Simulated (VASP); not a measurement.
# Ti4Al12O (a cell with a defect) in VASP: relaxation of the atoms with PBE

Aim: the relaxation of the atoms of Ti4Al12O (a cell with a defect) with PBE.

Program: VASP 6.6.1. These are calculated values, not measurements. Logs are shortened: lines on timing, memory, paths and dates and some standing lists are left out, and cuts for length are marked.

**1. The cell of the first run**

The cell holds a defect, 17 atoms: a = 5.437 Å, b = 5.437 Å, c = 8.624 Å, α = 90.00°, β = 90.00°, γ = 90.00°.

**2. Relaxation of the atoms, PBE**

The input, INCAR:

```
SYSTEM = Ti4Al12O
ALGO = Normal
EDIFF = 1E-7
EDIFFG = -0.02
ENCUT = 520
GGA = PE
IBRION = 2
ISIF = 2
ISMEAR = 1
LASPH = .TRUE.
LCHARG = .FALSE.
LREAL = Auto
LWAVE = .FALSE.
NELM = 80
NSW = 90
PREC = Accurate
SIGMA = 0.1
```

The input, KPOINTS:

```
k-points
0
G
  3 3 2
  0 0 0
```

The input, POSCAR:

```
Ti4Al12O
1.0
    3.8447514400      3.8447514400      0.0000000000
   -3.8447514400      3.8447514400      0.0000000000
    0.0000000000      0.0000000000      8.6237151300
Ti Al O
4 12 1
Direct
    0.0000000000      0.0000000000      0.0000000000
    0.0000000000      0.5000000000      0.5000000000
    0.5000000000      0.0000000000      0.5000000000
    0.5000000000      0.5000000000      0.0000000000
    0.0000000000      0.0000000000      0.5000000000
    0.0000000000      0.5000000000      0.0000000000
    0.5000000000      0.0000000000      0.0000000000
    0.5000000000      0.5000000000      0.5000000000
    0.2500000000      0.2500000000      0.2500000000
    0.2500000000      0.7500000000      0.7500000000
    0.7500000000      0.2500000000      0.7500000000
    0.7500000000      0.7500000000      0.2500000000
    0.2500000000      0.2500000000      0.7500000000
    0.2500000000      0.7500000000      0.2500000000
    0.7500000000      0.2500000000      0.2500000000
    0.7500000000      0.7500000000      0.7500000000
    0.2500000000      0.2500000000      0.0253410000
```

Potentials or basis: VASP PAW PBE potentials, release 64 (Ti_sv, Al, O).

On the command line:

```bash
$ cat potpaw_PBE.64/Ti_sv/POTCAR potpaw_PBE.64/Al/POTCAR potpaw_PBE.64/O/POTCAR > POTCAR
$ mpirun -np 1 vasp_std > vasp.out
```

OUTCAR:

```text
SYSTEM = Ti4Al12O
   EDIFF = 1E-7
   EDIFFG = -0.02
   ENCUT = 520
   GGA = PE
   IBRION = 2
   ISIF = 2
   ISMEAR = 1
   LASPH = .TRUE.
   LREAL = Auto
   NELM = 80
   NSW = 90
   PREC = Accurate

 ion  position               nearest neighbor table
   1  0.000  0.000  0.000-  17 1.93   7 2.72   6 2.72   6 2.72   7 2.72  12 2.89  13 2.89  14 2.89
                            15 2.89  16 2.89   9 2.89  10 2.89  11 2.89
   2  0.000  0.500  0.500-   5 2.72   8 2.72   5 2.72   8 2.72  11 2.89  12 2.89  13 2.89  14 2.89
                            15 2.89  16 2.89   9 2.89  10 2.89
   3  0.500  0.000  0.500-   5 2.72   8 2.72   8 2.72   5 2.72  11 2.89  12 2.89  13 2.89  14 2.89
                            15 2.89  16 2.89   9 2.89  10 2.89
   4  0.500  0.500  0.000-  17 1.93   7 2.72   6 2.72   7 2.72   6 2.72  12 2.89  13 2.89  14 2.89
                            15 2.89  16 2.89   9 2.89  10 2.89  11 2.89
   5  0.000  0.000  0.500-   2 2.72   3 2.72   2 2.72   3 2.72  11 2.89  12 2.89  13 2.89  14 2.89
                            15 2.89  16 2.89   9 2.89  10 2.89
   6  0.000  0.500  0.000-  17 1.93   4 2.72   1 2.72   1 2.72   4 2.72  12 2.89  13 2.89  14 2.89
                            15 2.89  16 2.89   9 2.89  10 2.89  11 2.89
   7  0.500  0.000  0.000-  17 1.93   4 2.72   1 2.72   4 2.72   1 2.72  12 2.89  13 2.89  14 2.89
                            15 2.89  16 2.89   9 2.89  10 2.89  11 2.89
   8  0.500  0.500  0.500-   2 2.72   3 2.72   3 2.72   2 2.72  11 2.89  12 2.89  13 2.89  14 2.89
                            15 2.89  16 2.89   9 2.89  10 2.89
   9  0.250  0.250  0.250-  17 1.94  15 2.72  14 2.72  14 2.72  15 2.72   6 2.89   7 2.89   8 2.89
                             1 2.89   2 2.89   3 2.89   4 2.89   5 2.89
  10  0.250  0.750  0.750-  13 2.72  16 2.72  13 2.72  16 2.72   5 2.89   6 2.89   7 2.89   8 2.89
                             1 2.89   2 2.89   3 2.89   4 2.89
  11  0.750  0.250  0.750-  13 2.72  16 2.72  16 2.72  13 2.72   5 2.89   6 2.89   7 2.89   8 2.89
                             1 2.89   2 2.89   3 2.89   4 2.89
  12  0.750  0.750  0.250-  14 2.72  15 2.72  15 2.72  14 2.72   5 2.89   6 2.89   7 2.89   8 2.89
                             1 2.89   2 2.89   3 2.89   4 2.89
  13  0.250  0.250  0.750-  17 2.37  11 2.72  10 2.72  10 2.72  11 2.72   6 2.89   7 2.89   8 2.89
                             1 2.89   2 2.89   3 2.89   4 2.89   5 2.89
  14  0.250  0.750  0.250-   9 2.72  12 2.72   9 2.72  12 2.72   5 2.89   6 2.89   7 2.89   8 2.89
                             1 2.89   2 2.89   3 2.89   4 2.89
  15  0.750  0.250  0.250-   9 2.72  12 2.72  12 2.72   9 2.72   5 2.89   6 2.89   7 2.89   8 2.89
                             1 2.89   2 2.89   3 2.89   4 2.89
  16  0.750  0.750  0.750-  10 2.72  11 2.72  11 2.72  10 2.72   5 2.89   6 2.89   7 2.89   8 2.89
                             1 2.89   2 2.89   3 2.89   4 2.89
  17  0.250  0.250  0.025-   1 1.93   4 1.93   6 1.93   7 1.93   9 1.94  13 2.37

  LATTYP: Found a simple tetragonal cell.
 ALAT       =     5.4372996304
 C/A-ratio  =     1.5860290431

  Lattice vectors:

 A1 = (   3.8447514400,   3.8447514400,   0.0000000000)
 A2 = (  -3.8447514400,   3.8447514400,   0.0000000000)
 A3 = (   0.0000000000,   0.0000000000,   8.6237151300)

Analysis of symmetry for initial positions (statically):
=====================================================================
 Subroutine PRICEL returns:
 Original cell was already a primitive cell.

 Routine SETGRP: Setting up the symmetry group for a
 simple tetragonal supercell.

 Subroutine GETGRP returns: Found  4 space group operations
 (whereof  2 operations were pure point group operations)
 out of a pool of 16 trial point group operations.

The static configuration has the point symmetry C_1h.
 The point group associated with its full space group is C_2v.

Analysis of symmetry for dynamics (positions and initial velocities):
=====================================================================
 Subroutine PRICEL returns:
 Original cell was already a primitive cell.

 Routine SETGRP: Setting up the symmetry group for a
 simple tetragonal supercell.

 Subroutine GETGRP returns: Found  4 space group operations
 (whereof  2 operations were pure point group operations)
 out of a pool of 16 trial point group operations.

The dynamic configuration has the point symmetry C_1h.
 The point group associated with its full space group is C_2v.

 Subroutine INISYM returns: Found  4 space group operations
 (whereof  2 operations are pure point group operations),
 and found     1 'primitive' translations

----------------------------------------------------------------------------------------

                                     Primitive cell

  volume of cell :     254.9535

  direct lattice vectors                    reciprocal lattice vectors
     3.844751440  3.844751440  0.000000000     0.130047419  0.130047419  0.000000000
    -3.844751440  3.844751440  0.000000000    -0.130047419  0.130047419  0.000000000
     0.000000000  0.000000000  8.623715130     0.000000000  0.000000000  0.115959303

  length of vectors
     5.437299630  5.437299630  8.623715130     0.183914823  0.183914823  0.115959303

  position of ions in fractional coordinates (direct lattice)
     0.000000000  0.000000000  0.000000000
     0.000000000  0.500000000  0.500000000
     0.500000000  0.000000000  0.500000000
     0.500000000  0.500000000  0.000000000
     0.000000000  0.000000000  0.500000000
     0.000000000  0.500000000  0.000000000
[... 9 lines left out ...]
     0.750000000  0.750000000  0.750000000
     0.250000000  0.250000000  0.025341000

  ion indices of the primitive-cell ions
   primitive index   ion index
                 1           1
                 2           2
                 3           3
                 4           4
                 5           5
                 6           6
[... 9 lines left out ...]
                16          16
                17          17

----------------------------------------------------------------------------------------

 KPOINTS: k-points

Automatic generation of k-mesh.
 Grid dimensions read from file:
 generate k-points for:    3    3    2

 Generating k-lattice:

  Cartesian coordinates                     Fractional coordinates (reciprocal lattice)
     0.043349140  0.043349140  0.000000000     0.333333333  0.000000000  0.000000000
    -0.043349140  0.043349140  0.000000000     0.000000000  0.333333333  0.000000000
     0.000000000  0.000000000  0.057979652     0.000000000  0.000000000  0.500000000

  Length of vectors
     0.061304941  0.061304941  0.057979652

  Shift w.r.t. Gamma in fractional coordinates (k-lattice)
     0.000000000  0.000000000  0.000000000

 Subroutine IBZKPT returns following result:
 ===========================================

 Found      8 irreducible k-points:

 Following reciprocal coordinates:
            Coordinates               Weight
  0.000000  0.000000  0.000000      1.000000
  0.333333  0.000000  0.000000      4.000000
  0.333333  0.333333  0.000000      2.000000
 -0.333333  0.333333  0.000000      2.000000
  0.000000  0.000000  0.500000      1.000000
  0.333333  0.000000  0.500000      4.000000
  0.333333  0.333333  0.500000      2.000000
 -0.333333  0.333333  0.500000      2.000000
   k-points           NKPTS =      8   k-points in BZ     NKDIM =      8   number of bands    NBANDS=     54
   number of dos      NEDOS =    301   number of ions     NIONS =     17
   total plane-waves  NPLWV = 102400
   dimension x,y,z NGX =    40 NGY =   40 NGZ =   64
   dimension x,y,z NGXF=    80 NGYF=   80 NGZF=  128
   ions per type =               4  12   1
   NGX,Y,Z   is equivalent  to a cutoff of  12.23, 12.23, 12.34 a.u.
   NGXF,Y,Z  is equivalent  to a cutoff of  24.46, 24.46, 24.68 a.u.
 SYSTEM =  Ti4Al12O
   PREC   = accura    normal or accurate (medium, high low for compatibility)
   ISTART =      0    job   : 0-new  1-cont  2-samecut
   ICHARG =      2    charge: 1-file 2-atom 10-const
   ISPIN  =      1    spin polarized calculation?
   LNONCOLLINEAR =      F non collinear calculations
   LSORBIT =      F    spin-orbit coupling
   LASPH  =      T    aspherical Exc in radial PAW
   ENCUT  =  520.0 eV  38.22 Ry    6.18 a.u.  10.11 10.11 16.03*2*pi/ulx,y,z
   NELM   =     80;   NELMIN=  2; NELMDL= -5     # of ELM steps
   EDIFF  = 0.1E-06   stopping-criterion for ELM
   LREAL  =      T    real-space projection
   EDIFFG = -.2E-01   stopping-criterion for IOM
   NSW    =     90    number of steps for IOM
   IBRION =      2    ionic relax: 0-MD 1-quasi-New 2-CG
   NFREE  =      1    steps in history (QN), initial steepest desc. (CG)
   ISIF   =      2    stress and relaxation
   ISYM   =      2    0-nonsym 1-usesym 2-fastsym
   POTIM  = 0.5000    time-step for ionic-motion
   TEBEG  =    0.0;   TEEND  =   0.0 temperature during run
   PSTRESS=    0.0 pullay stress
   NELECT =      90.0000    total number of electrons
   NUPDOWN=      -1.0000    fix difference up-down
   EMIN   =  10.00;   EMAX   =-10.00  energy-range for DOS
   EFERMI =   0.00;   METHOD = LEGACY
   ISMEAR =     1;   SIGMA  =   0.10  broadening in eV -4-tet -1-fermi 0-gaus
   EFERMI_NEDOS =   21; number of points for ismear=-14 and -15
   IALGO  =     38    algorithm
   IMIX   =      4    mixing-type and parameters
     AMIX     =   0.40;   BMIX     =  1.00
     AMIX_MAG =   1.60;   BMIX_MAG =  1.00
  volume/ion in A,a.u.               =      15.00       101.21
  Fermi-wavevector in a.u.,A,eV,Ry     =   1.157005  2.186423 18.213593  1.338661
  Thomas-Fermi vector in A             =   2.293621
   LORBIT       =      0    0 simple, 1 ext, 2 COOP (PROOUT), +10 PAW based schemes
   GGA     = PE    functional components
   LHFCALC =     F    Hartree Fock is set to
   AEXX    =    0.0000 exact exchange contribution
   IVDW    =     0    specifies the selected vdW correction
   LEPSILON=     F    determine dielectric tensor
   LRPA    =     F    only Hartree local field effects (RPA)
 conjugate gradient relaxation of ions
 non-spin polarized calculation
 Methfessel and Paxton  Order N= 1 SIGMA  =   0.10
  energy-cutoff  :      520.00
  volume of cell :      254.95
 maximum number of plane-waves:      6896
   NGX = 21   NGY = 21   NGZ = 33

--------------------------------------- Ionic step        1  -------------------------------------------

 number of electron      90.0000016 magnetization

 Free energy of the ion-electron system (eV)
  ---------------------------------------------------
  ext. energy  EPLUGINS =         0.00000000
  ---------------------------------------------------
  free energy    TOTEN  =       -88.86816604 eV

  energy without entropy =      -88.86352716  energy(sigma->0) =      -88.86661975

------------------------ aborting loop because EDIFF is reached ----------------------------------------

  FORCE on cell =-STRESS in cart. coord.  units (eV):
  Direction    XX          YY          ZZ          XY          YZ          ZX
  --------------------------------------------------------------------------------------
  -------------------------------------------------------------------------------------
  Total        7.2990499     11.4910187      2.5932513      0.0000000      0.0000000      0.0000000
  in kB       45.8686523     72.2118016     16.2964969      0.0000000      0.0000000      0.0000000
  external PRESSURE =      44.7923169 kB  Pullay stress =       0.0000000 kB
[... 134 lines left out ...]
  FREE ENERGIE OF THE ION-ELECTRON SYSTEM (eV)
  ---------------------------------------------------
  free  energy   TOTEN  =       -89.3500021790 eV

  energy  without entropy=      -89.3393808424  energy(sigma->0) =      -89.34646173

[... ionic steps 4 to 13 ...]

--------------------------------------- Ionic step       14  -------------------------------------------

 number of electron      90.0000003 magnetization

------------------------ aborting loop because EDIFF is reached ----------------------------------------

  FORCE on cell =-STRESS in cart. coord.  units (eV):
  Direction    XX          YY          ZZ          XY          YZ          ZX
  --------------------------------------------------------------------------------------
  -------------------------------------------------------------------------------------
  Total        3.2507972      6.8714397      6.5316989      0.0000000      0.0000000      0.0000000
  in kB       20.4286434     43.1814668     41.0464693      0.0000000      0.0000000      0.0000000
  external PRESSURE =      34.8855265 kB  Pullay stress =       0.0000000 kB
[... 87 lines left out ...]
  energy  without entropy=      -89.6648705876  energy(sigma->0) =      -89.66947244

--------------------------------------- Ionic step       16  -------------------------------------------

 number of electron      90.0000003 magnetization

 Free energy of the ion-electron system (eV)
  ---------------------------------------------------
  ext. energy  EPLUGINS =         0.00000000
  ---------------------------------------------------
  free energy    TOTEN  =       -89.67212297 eV

  energy without entropy =      -89.66517374  energy(sigma->0) =      -89.66980656

 E-fermi :   8.5057     XC(G=0): -10.8508

 val. band max:        8.4798112450   @ k =   0.3333   0.3333   0.0000
 cond. band min:       8.5272740015   @ k =  -0.3333   0.3333   0.5000
 fundamental gap:      0.0474627565
 Fermi energy:         8.5057032915

 k-point     1 :       0.0000    0.0000    0.0000
  band No.  band energies     occupation
      1     -48.2943      2.00000
      2     -48.2908      2.00000
      3     -47.8667      2.00000
      4     -47.8643      2.00000
      5     -24.7450      2.00000
      6     -24.6945      2.00000
[... 489 lines left out ...]
  FREE ENERGIE OF THE ION-ELECTRON SYSTEM (eV)
  ---------------------------------------------------
  free  energy   TOTEN  =       -89.6721229720 eV

  energy  without entropy=      -89.6651737418  energy(sigma->0) =      -89.66980656

 reached required accuracy - stopping structural energy minimisation
```

Run time: 41 min. Hardware: 1 thread of Oxide Virtual Turin-like, shared host; peak memory 0.32 GiB.

What came out:

| Item | Value |
| --- | --- |
| Free energy | -89.6721 eV |
| Energy gained by relaxing | 47.3 meV/atom |
| Ionic steps | 16 |
| Pressure after relaxing | 3.5 GPa |
| Largest force after relaxing | 0.019 eV/Å |
| Band gap on the k mesh | zero (bands 45 and 46 overlap by 0.09 eV) |

Forces on the atoms (eV/Å):
```
Ti   0.000  0.011 -0.014
Ti  -0.015  0.000 -0.011
Ti   0.015  0.000 -0.011
Ti   0.000 -0.011 -0.014
Al   0.000  0.003  0.005
Al  -0.001  0.000  0.008
Al   0.001  0.000  0.008
Al   0.000 -0.003  0.005
Al   0.000  0.000  0.009
Al   0.000  0.000  0.003
Al   0.000  0.000  0.003
Al   0.000  0.000  0.014
Al   0.000  0.000  0.010
Al   0.000  0.000 -0.001
Al   0.000  0.000 -0.001
Al   0.000  0.000 -0.007
O    0.000  0.000 -0.005
```

Stress tensor (GPa, compression positive):
```
2.02 0.00 0.00
0.00 4.31 0.00
0.00 0.00 4.12
```

The path:
| step | energy change (eV) | largest force (eV/Å) | pressure (GPa) |
| --- | --- | --- | --- |
| 1 | 0.0000 | 2.4983 | 4.48 |
| 2 | -0.4815 | 0.5895 | 3.24 |
| 3 | -0.4818 | 0.6035 | 3.25 |
| 4 | -0.5558 | 0.4582 | 3.20 |
| 5 | -0.6411 | 0.6873 | 3.26 |
| 6 | -0.6423 | 0.7076 | 3.29 |
| 7 | -0.6978 | 0.5624 | 3.29 |
| 8 | -0.7223 | 0.5401 | 3.39 |
| 9 | -0.7713 | 0.3900 | 3.50 |
| 10 | -0.7786 | 0.6226 | 3.57 |
| 11 | -0.7923 | 0.3853 | 3.53 |
| 12 | -0.7996 | 0.1755 | 3.52 |
| 13 | -0.8036 | 0.0434 | 3.48 |
| 14 | -0.8036 | 0.0407 | 3.49 |
| 15 | -0.8036 | 0.0402 | 3.49 |
| 16 | -0.8040 | 0.0191 | 3.49 |

Final structure:
```xyz
17
Lattice="3.8448 3.8448 0.0000 -3.8448 3.8448 0.0000 0.0000 0.0000 8.6237" Properties=species:S:1:pos:R:3 pbc="T T T"
Ti    0.0000    7.5149    8.6224
Ti   -1.9009    1.9224    4.2904
Ti    1.9009    1.9224    4.2904
Ti    0.0000    4.0194    8.6224
Al    0.0000    7.6447    4.3003
Al   -1.8311    1.9224    8.4383
Al    1.8311    1.9224    8.4383
Al    0.0000    3.8896    4.3003
Al    0.0000    1.9224    2.4088
Al   -1.9224    3.8448    6.4370
Al    1.9224    3.8448    6.4370
Al    0.0000    5.7671    2.1608
Al    0.0000    1.9224    6.3110
Al   -1.9224    3.8448    2.2219
Al    1.9224    3.8448    2.2219
Al    0.0000    5.7671    6.4010
O     0.0000    1.9224    0.5534
```

Caveat: the k points lie up to 0.39 Å⁻¹ apart.
